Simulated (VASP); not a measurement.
Set up this calculation in VASP 6.6.1, as the native input.

| Quantity | Value |
| --- | --- |
| Task | single point |
| Functional | PBE |
| Potentials or basis | VASP PAW PBE potentials, release 64 (Cd, Te) |
| Cutoff | 500 eV |
| k mesh | 8 × 8 × 8 |
| Occupations | gaussian, width 0.02 eV |
| Spin | no spin polarisation |
| Dipole correction | no |
| Further INCAR settings | ALGO = Normal; EDIFF = 1e-06; NBANDS = 16 |

The structure of CdTe lies in POSCAR:

```
CdTe
1.0
    0.0000000000      3.3094718478      3.3094718478
    3.3094718478      0.0000000000      3.3094718478
    3.3094718478      3.3094718478      0.0000000000
Cd Te
1 1
Direct
    0.0000000000      0.0000000000      0.0000000000
    0.2500000000      0.2500000000      0.2500000000
```

One way to write it, as run:

INCAR

```
PREC = Accurate ; ENCUT = 500
EDIFF = 1E-6 ; ISMEAR = 0
SIGMA = 0.02 ; LREAL = F
LASPH = T ; NELM = 120
ALGO = Normal ; ISIF = 2
LWAVE = F ; LCHARG = T
GGA = PE ; LELF = T
LVHAR = T ; NBANDS = 16
GGA_COMPAT = F
```

KPOINTS

```
regular mesh
0
Gamma
  8 8 8
```

Potentials or basis: VASP PAW PBE potentials, release 64 (Cd, Te).

Launch:

```console
$ cat potpaw_PBE.64/Cd/POTCAR potpaw_PBE.64/Te/POTCAR > POTCAR
$ mpirun -np 1 vasp_std > vasp.out
```

It gave:

- Pressure: 0.1 GPa
- Band gap on the k mesh: 0.58 eV

Caveat: spin-orbit coupling is left out, which moves the levels of the heavy elements.

It took 12 s on 1 thread of Intel(R) Xeon(R) 6975P-C (Granite Rapids), with other jobs on the host, peak memory 0.21 GiB.
